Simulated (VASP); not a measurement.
# Cd3SeS2 (P3m1) in VASP: a series of runs, part 2 of 2

VASP 6.6.1.

### 3 Relaxation of cell and atoms, PBE

This run uses another cell than the first one, of 24.58 Å³/atom.

The input, INCAR:

```
PREC = Accurate ; ENCUT = 600
EDIFF = 1E-6 ; ISMEAR = 0
SIGMA = 0.1 ; LREAL = False
LASPH = True ; NELM = 60
ALGO = Normal ; ISIF = 3
LWAVE = False ; LCHARG = False
GGA = PE ; IBRION = 2
NSW = 90 ; EDIFFG = -0.04
```

The input, KPOINTS:

```
regular mesh
0
Gamma
  6 6 2
```

The input, POSCAR:

```
Cd3SeS2
1.0
    4.1117991400      0.0000000000      0.0000000000
   -2.0558995700      3.5609225100      0.0000000000
    0.0000000000      0.0000000000     10.0718098200
Cd Se S
3 1 2
Direct
    0.0000000000      0.0000000000      0.0000000000
    0.3333333300      0.6666666700      0.6666666700
    0.6666666700      0.3333333300      0.3333333300
    0.0000000000      0.0000000000      0.2500000000
    0.3333333300      0.6666666700      0.9166666700
    0.6666666700      0.3333333300      0.5833333300
```

Potentials or basis: VASP PAW PBE potentials, release 64 (Cd, Se, S).

Command:

```
> cat potpaw_PBE.64/Cd/POTCAR potpaw_PBE.64/Se/POTCAR potpaw_PBE.64/S/POTCAR > POTCAR
> mpirun -np 1 vasp_std > vasp.out
```

OUTCAR:

```text
PREC = Accurate
   ENCUT = 600
   EDIFF = 1E-6
   ISMEAR = 0
   LREAL = False
   LASPH = True
   NELM = 60
   ISIF = 3
   GGA = PE
   IBRION = 2
   NSW = 90
   EDIFFG = -0.04

 ion  position               nearest neighbor table
   1  0.000  0.000  0.000-   5 2.52   5 2.52   5 2.52   4 2.52
   2  0.333  0.667  0.667-   6 2.52   6 2.52   5 2.52   6 2.52
   3  0.667  0.333  0.333-   4 2.52   4 2.52   4 2.52   6 2.52
   4  0.000  0.000  0.250-   3 2.52   3 2.52   3 2.52   1 2.52
   5  0.333  0.667  0.917-   1 2.52   1 2.52   1 2.52   2 2.52
   6  0.667  0.333  0.583-   2 2.52   2 2.52   3 2.52   2 2.52

  LATTYP: Found a hexagonal cell.
 ALAT       =     4.1117991400
 C/A-ratio  =     2.4494897433

  Lattice vectors:

 A1 = (   4.1117991400,   0.0000000000,   0.0000000000)
 A2 = (  -2.0558995700,   3.5609225100,   0.0000000000)
 A3 = (   0.0000000000,   0.0000000000,  10.0718098200)

Analysis of symmetry for initial positions (statically):
=====================================================================
 Subroutine PRICEL returns:
 Original cell was already a primitive cell.

[... 154 lines left out ...]
 maximum number of plane-waves:      4968
 NGX is ok and might be reduce to    36
   NGX = 17   NGY = 17   NGZ = 41

--------------------------------------- Ionic step        1  -------------------------------------------

 number of electron      53.9999996 magnetization

 Free energy of the ion-electron system (eV)
  ---------------------------------------------------
  ext. energy  EPLUGINS =         0.00000000
  ---------------------------------------------------
  free energy    TOTEN  =       -17.34262606 eV

  energy without entropy =      -17.34262606  energy(sigma->0) =      -17.34262606

------------------------ aborting loop because EDIFF is reached ----------------------------------------

  FORCE on cell =-STRESS in cart. coord.  units (eV):
  Direction    XX          YY          ZZ          XY          YZ          ZX
  --------------------------------------------------------------------------------------
  -------------------------------------------------------------------------------------
  Total        6.6017127      6.6017127      6.5035718     -0.0000000      0.0000000     -0.0000000
  in kB       71.7241269     71.7241269     70.6578779     -0.0000000      0.0000000     -0.0000000
  external PRESSURE =      71.3687105 kB  Pullay stress =       0.0000000 kB
[... 267 lines left out ...]
--------------------------------------- Ionic step        8  -------------------------------------------

 number of electron      53.9999994 magnetization

 Free energy of the ion-electron system (eV)
  ---------------------------------------------------
  ext. energy  EPLUGINS =         0.00000000
  ---------------------------------------------------
  free energy    TOTEN  =       -17.74118644 eV

  energy without entropy =      -17.74118639  energy(sigma->0) =      -17.74118641

 E-fermi :   1.2535     XC(G=0):  -8.8126

 val. band max:        0.9203617066   @ k =   0.0000   0.0000   0.0000
 cond. band min:       1.5760261061   @ k =   0.0000   0.0000   0.0000
 fundamental gap:      0.6556643995
 Fermi energy:         1.2534590805

 k-point     1 :       0.0000    0.0000    0.0000
  band No.  band energies     occupation
      1     -11.3870      2.00000
      2     -11.1338      2.00000
      3     -11.0978      2.00000
      4      -6.9022      2.00000
      5      -6.9022      2.00000
      6      -6.8822      2.00000
[... 512 lines left out ...]
  FREE ENERGIE OF THE ION-ELECTRON SYSTEM (eV)
  ---------------------------------------------------
  free  energy   TOTEN  =       -17.7411864366 eV

  energy  without entropy=      -17.7411863884  energy(sigma->0) =      -17.74118641

 reached required accuracy - stopping structural energy minimisation
```

OSZICAR:

```text
N       E                     dE             d eps       ncg     rms          rms(c)
DAV:   1     0.428189911774E+03    0.42819E+03   -0.29037E+04   896   0.175E+03
DAV:   2     0.768047408081E+01   -0.42051E+03   -0.41229E+03   992   0.399E+02
DAV:   3    -0.184865332428E+02   -0.26167E+02   -0.26083E+02  1080   0.980E+01
[... 75 lines left out ...]
DAV:   2    -0.177413016779E+02   -0.43647E-04   -0.41259E-03  1072   0.381E-01    0.756E-02
DAV:   3    -0.177412196333E+02    0.82045E-04   -0.12922E-04  1032   0.820E-02    0.520E-02
DAV:   4    -0.177411859728E+02    0.33660E-04   -0.79773E-05  1088   0.585E-02    0.158E-02
DAV:   5    -0.177411864803E+02   -0.50748E-06   -0.16142E-05   944   0.286E-02    0.102E-02
DAV:   6    -0.177411864366E+02    0.43694E-07   -0.53929E-07   632   0.636E-03
   8 F= -.17741186E+02 E0= -.17741186E+02  d E =-.427693E-02
```

Wall time 12 min (1 thread of Intel Xeon 8259CL, shared host); peak memory 0.37 GiB.

Results:

```
Free energy                           : -17.7412 eV
Relaxed volume                        : 27.32 Å³/atom
Relaxed cell                          : a = 4.256 Å, b = 4.256 Å, c = 10.450 Å, α = 90.00°, β = 90.00°, γ = 120.00°
Space group after relaxing (to 0.1 Å) : P3m1 (No. 156)
Energy gained by relaxing             : 66.4 meV/atom
Ionic steps                           : 8
Pressure after relaxing               : 0.1 GPa
Largest force after relaxing          : 0.035 eV/Å
Band gap on the k mesh                : 0.66 eV
```

Forces on the atoms (eV/Å):
```
Cd   0.000  0.000  0.022
Cd   0.000  0.000  0.014
Cd   0.000  0.000  0.029
Se   0.000  0.000 -0.035
S    0.000  0.000 -0.031
S    0.000  0.000  0.001
```

Stress tensor (GPa, compression positive):
```
 0.13  0.00  0.00
 0.00  0.13  0.00
 0.00  0.00 -0.06
```

Step by step:
```csv
step,energy change (eV),largest force (eV/Å),pressure (GPa),volume (Å³)
1,0.0000,0.7067,7.14,147.47
2,-0.3234,0.2572,-2.04,172.09
3,-0.3680,0.3556,-0.11,164.93
4,-0.3679,0.3502,-0.23,165.29
5,-0.3792,0.2507,-0.17,165.02
6,-0.3943,0.2362,-0.02,164.23
7,-0.3983,0.0574,0.05,164.01
8,-0.3986,0.0346,0.06,163.93
```

Final structure:
```
Cd Se S
1.0
     4.25603    0.00000    0.00000
    -2.12801    3.68583    0.00000
     0.00000    0.00000   10.45038
Cd Se S
3 1 2
Direct
  0.00000 0.00000 0.99094
  0.33333 0.66667 0.66658
  0.66667 0.33333 0.34251
  0.00000 0.00000 0.24809
  0.33333 0.66667 0.91341
  0.66667 0.33333 0.58846
```

Levels at points of the mesh, in eV from the valence-band top:
```csv
k point,band 24,band 25,band 26,band 27,band 28,band 29,band 30,band 31
"(0.00, 0.00, 0.00)",-0.65,-0.20,0.00,0.00,0.66,2.40,2.66,6.06
"(0.50, 0.00, 0.00)",-1.64,-1.48,-1.30,-0.88,3.28,3.36,3.49,3.90
"(0.00, 0.00, 0.50)",-0.55,-0.55,-0.05,-0.05,1.80,1.90,2.60,5.66
"(0.50, 0.00, 0.50)",-1.81,-1.53,-0.85,-0.76,2.54,3.63,3.84,4.38
```

Caveat: semilocal functionals underestimate gaps, and a narrow one can read as zero.

### 4 Relaxation of cell and atoms, PBE

This run uses another cell than the first one, of 27.28 Å³/atom.

The input, INCAR:

```
SYSTEM = Cd3SeS2
ALGO = Normal
EDIFF = 1E-6
EDIFFG = -0.01
ENCUT = 600
GGA = PE
IBRION = 2
ISIF = 3
ISMEAR = 0
LASPH = .True.
LCHARG = .False.
LREAL = .False.
LWAVE = .False.
NELM = 100
NSW = 100
PREC = Accurate
SIGMA = 0.02
```

The input, KPOINTS:

```
k-points
0
Gamma
  6 6 4
  0 0 0
```

The input, POSCAR:

```
Cd3SeS2
1.0
    4.2570880532      0.0000000000      0.0000000000
   -2.1285440266      3.6867464002      0.0000000000
    0.0000000000      0.0000000000     10.4291055859
Cd Se S
3 1 2
Direct
    0.0000000000      0.0000000000      0.9906517094
    0.3333333333      0.6666666667      0.6666163748
    0.6666666667      0.3333333333      0.3428616373
    0.0000000000      0.0000000000      0.2481295158
    0.3333333333      0.6666666667      0.9130312976
    0.6666666667      0.3333333333      0.5887094651
```

Command:

```
> cat potpaw_PBE.64/Cd/POTCAR potpaw_PBE.64/Se/POTCAR potpaw_PBE.64/S/POTCAR > POTCAR
> mpirun -np 1 vasp_std > vasp.out
```

Run time: 9.1 min. Hardware: 1 thread of Intel Xeon 8259CL, shared host; peak memory 0.43 GiB.

Results (log left out):

```
Free energy                           : -17.7484 eV
Relaxed volume                        : 27.35 Å³/atom
Relaxed cell                          : a = 4.260 Å, b = 4.260 Å, c = 10.441 Å, α = 90.00°, β = 90.00°, γ = 120.00°
Space group after relaxing (to 0.1 Å) : P3m1 (No. 156)
Energy gained by relaxing             : 0.0 meV/atom
Ionic steps                           : 5
Pressure after relaxing               : 0.0 GPa
Largest force after relaxing          : 0.010 eV/Å
Band gap on the k mesh                : 0.65 eV
```

Forces on the atoms (eV/Å):
```
Cd   0.000  0.000  0.010
Cd   0.000  0.000  0.000
Cd   0.000  0.000  0.000
Se   0.000  0.000 -0.008
S    0.000  0.000  0.000
S    0.000  0.000 -0.002
```

The path:
| step | energy change (eV) | largest force (eV/Å) | pressure (GPa) | volume (Å³) |
| --- | --- | --- | --- | --- |
| 1 | 0.0000 | 0.0291 | 0.13 | 163.68 |
| 2 | -0.0002 | 0.0135 | -0.04 | 164.21 |
| 3 | -0.0002 | 0.0150 | -0.01 | 164.13 |
| 4 | -0.0002 | 0.0146 | -0.01 | 164.14 |
| 5 | -0.0002 | 0.0097 | -0.01 | 164.11 |

Final structure:
```
Cd Se S
1.0
     4.26029    0.00000    0.00000
    -2.13015    3.68952    0.00000
     0.00000    0.00000   10.44077
Cd Se S
3 1 2
Direct
  0.00000 0.00000 0.99081
  0.33333 0.66667 0.66655
  0.66667 0.33333 0.34287
  0.00000 0.00000 0.24794
  0.33333 0.66667 0.91307
  0.66667 0.33333 0.58875
```

Levels at points of the mesh, in eV from the valence-band top:
```
           k point  band 25  band 26  band 27  band 28  band 29  band 30
(0.00, 0.00, 0.00)    -0.20     0.00     0.00     0.65     2.39     2.66
(0.50, 0.00, 0.00)    -1.47    -1.30    -0.88     3.27     3.36     3.49
(0.00, 0.00, 0.50)    -0.55    -0.05    -0.05     1.80     1.90     2.60
(0.50, 0.00, 0.50)    -1.53    -0.84    -0.75     2.54     3.62     3.84
```

Caveat: semilocal functionals underestimate gaps, and a narrow one can read as zero.

### 5 The runs side by side

```csv
task,cell,k mesh,cutoff (eV),smearing,gap on the mesh (eV),pressure (GPa),relaxed volume (Å³/atom),largest force (eV/Å)
single point,"a = 4.252, b = 4.252, c = 10.428 Å, angles 90.0, 90.0, 120.0°, 6 atoms, atomic positions A",6 × 6 × 4,520,gaussian 0.02 eV,0.66,0.3,-,0.01
relaxation of cell and atoms,"relaxed from a = 4.112, b = 4.112, c = 10.072 Å, angles 90.0, 90.0, 120.0°, 6 atoms, atomic positions B",6 × 6 × 2,600,gaussian 0.1 eV,0.66,0.1,27.32,0.03
relaxation of cell and atoms,"relaxed from a = 4.257, b = 4.257, c = 10.429 Å, angles 90.0, 90.0, 120.0°, 6 atoms, atomic positions C",6 × 6 × 4,600,gaussian 0.02 eV,0.65,0.0,27.35,0.01
```

Alike in all rows: level PBE; potentials or basis VASP PAW PBE potentials, release 64 (Cd, Se, S); no spin polarisation.

Caveats: semilocal functionals underestimate gaps, and a narrow one can read as zero.

Total energies depend on the potentials used, so only differences within one code and one set of settings carry meaning.
